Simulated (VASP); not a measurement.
A run of VASP 6.6.1:

The input INCAR:

```
ALGO     = Normal         # electronic algorithm
EDIFF    = 1E-6           # SCF threshold, eV
ENCUT    = 520            # plane-wave cutoff, eV
GGA      = PE             # functional
ISIF     = 2              # what is computed and relaxed
ISMEAR   = 0              # smearing method
LASPH    = True           # aspherical terms in the spheres
LCHARG   = True           # write CHGCAR
LELF     = True           # ELF
LREAL    = False          # projectors in reciprocal space
LVHAR    = True         
LWAVE    = False          # write WAVECAR
NBANDS   = 15             # bands
NELM     = 60             # most SCF steps
PREC     = Accurate       # precision mode
SIGMA    = 0.05           # smearing width, eV
```

KPOINTS

```
k-points
0
Gamma
  8 8 8
```

POSCAR

```
BaS
1.0
    0.0000000000      3.1937500000      3.2416562500
    3.1937500000      0.0000000000      3.2416562500
    3.1937500000      3.1937500000      0.0000000000
Ba S
1 1
Direct
    0.0000000000      0.0000000000      0.0000000000
    0.5000000000      0.5000000000      0.5000000000
```

Potentials or basis: VASP PAW PBE potentials, release 64 (Ba_sv, S).

Launch:

```bash
$ cat potpaw_PBE.64/Ba_sv/POTCAR potpaw_PBE.64/S/POTCAR > POTCAR
$ mpirun -np 1 vasp_std > vasp.out
```

Hardware: 1 thread of Intel(R) Xeon(R) Platinum 8488C (Sapphire Rapids) (shared host).

Question: How long does it take, and how much memory?

Answer: Run time: 31 s on 1 thread of Intel(R) Xeon(R) Platinum 8488C (Sapphire Rapids) (shared host), peak memory 0.23 GiB. Counts: scf iterations 13, k points 59.
